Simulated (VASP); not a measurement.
Input of a VASP 6.6.1 run:

INCAR

```
PREC = Accurate
ENCUT = 520
EDIFF = 1E-6
ISMEAR = -1
SIGMA = 0.05
LREAL = False
LASPH = True
NELM = 100
ALGO = Normal
ISIF = 2
LWAVE = False
LCHARG = False
GGA = PE
NBANDS = 10
```

Contents of KPOINTS:

```
regular mesh
0
Gamma
  11 11 11
```

Contents of POSCAR:

```
I
1.0
   -1.5899450000      1.6320630000      4.2366870000
    1.6842080000     -1.6402030000      4.2755240000
    1.5553370000      1.6055950000     -4.2397740000
I
1
Direct
    0.0027500000      0.0116350000      0.0153920000
```

Potentials or basis: VASP PAW PBE potentials, release 64 (I).

Run with:

```sh
$ cat potpaw_PBE.64/I/POTCAR > POTCAR
$ mpirun -np 1 vasp_std > vasp.out
```

(1) What does it give for the band gap on the k mesh?

(2) What does it give for the pressure?

## Answers

(1) zero (an odd number of electrons rules out a gap without spin polarisation).

(2) 0.0 GPa.

Caveat: the cell differs from its parent crystal (the cell strained at random); spin-orbit coupling is left out, which moves the levels of the heavy elements; an odd number of electrons without spin polarisation forces a metal; a magnetic or distorted state may lie lower.
